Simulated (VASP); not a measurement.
Crystal: KBr.

```
K Br
1.0
     0.00000    3.30244    3.30244
     3.30244    0.00000    3.30244
     3.30244    3.30244    0.00000
K Br
1 1
Cartesian
  0.0000 0.0000 0.0000
  3.3024 3.3024 3.3024
```

Base run:

* Program: VASP 6.6.1
* Functional: PBE
* Potentials or basis: VASP PAW PBE potentials, release 64 (K_sv, Br)
* Cutoff: 520 eV
* k mesh: 4 × 4 × 4
* Occupations: gaussian, width 0.01 eV
* Spin: no spin polarisation

Its results: band gap on the k mesh 4.43 eV, direct; pressure 0.7 GPa.

The run is repeated on the same cell with these changes: functional from PBE to LDA; potentials or basis from VASP PAW PBE potentials, release 64 (K_sv, Br) to VASP PAW LDA potentials, release 64 (K_sv, Br). What comes out?

Band gap on the k mesh 4.03 eV, direct; pressure -1.6 GPa.

